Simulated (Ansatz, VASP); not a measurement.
**One calculation of Ba2Mg, two programs**

INCAR

```
  PREC = Accurate
  ENCUT = 600
  EDIFF = 1E-6
  ISMEAR = 0
  SIGMA = 0.1
  LREAL = F
  LASPH = T
  NELM = 60
  ALGO = Normal
  ISIF = 3
  LWAVE = F
  LCHARG = F
  GGA = PE
  IBRION = 2
  NSW = 90
  EDIFFG = -0.04
```

Contents of KPOINTS:

```
Automatic mesh
0
Gamma
  6 6 4
```

The input POSCAR:

```
Ba2Mg
1.0
    4.5505814394      0.0000000000      0.0000000000
   -2.2752907197      3.9409191285      0.0000000000
    0.0000000000      0.0000000000      4.9134184977
Ba Mg
2 1
Direct
    0.3333333333      0.6666666667      0.5000000000
    0.6666666667      0.3333333333      0.5000000000
    0.0000000000      0.0000000000      0.0000000000
```

Input for Ansatz:

```yaml
crystal:
  lattice:
    - [4.5505814394, 0.0, 0.0]
    - [-2.2752907197, 3.9409191285, 0.0]
    - [0.0, 0.0, 4.9134184977]
  atoms:
    - { symbol: Ba, position: [0.3333333333, 0.6666666667, 0.5] }
    - { symbol: Ba, position: [0.6666666667, 0.3333333333, 0.5] }
    - { symbol: Mg, position: [0.0, 0.0, 0.0] }
basis:
  ecutwfc: 420
kpoints:
  mp_grid: { grid: [6, 6, 4] }
hamiltonian:
  xc: pbe
scf:
  occupations: { method: gaussian, width: 0.1 }
  lower_state_search: "off"
output:
  forces: true
  stress: true
  eigenvalues: true
relax:
  adjacent_minimum: "off"
  f_tol: 0.04
  max_steps: 70
  cell: { stress_tol: 0.4 }
```

Alike in both runs: task relaxation of cell and atoms; functional PBE; k mesh 6 × 6 × 4; occupations gaussian, width 0.1 eV; no spin polarisation.

|  | VASP | Ansatz |
| --- | --- | --- |
| version | VASP 6.6.1 | Ansatz 0.2.0 |
| potentials or method | VASP PAW PBE potentials, release 64 (Ba_sv, Mg), cutoff 600 eV | scalar-relativistic, plane waves, PAW |
| valence electrons in the cell | 22 | 30 |

|  | VASP | Ansatz | Ansatz less VASP |
| --- | --- | --- | --- |
| gap on the k mesh at the Fermi level, each at its own relaxed structure (eV) | none | none | - |
| relaxed volume (Å³/atom) | 44.88 | 44.73 | -0.154 |
| relaxed length of the cell vector where the two differ most in proportion (Å) | 6.391 | 6.375 | -0.0157 |

A gap of «none» marks a metal or a gap that the smearing closes. VASP's potentials hold 22 valence electrons a cell and Ansatz's 30, so a difference there can come from the potentials and not from the codes.

Spin-orbit coupling is off throughout. Noted on VASP's run: the volume moved by over 15 % at a fixed basis, so the end points are rough.
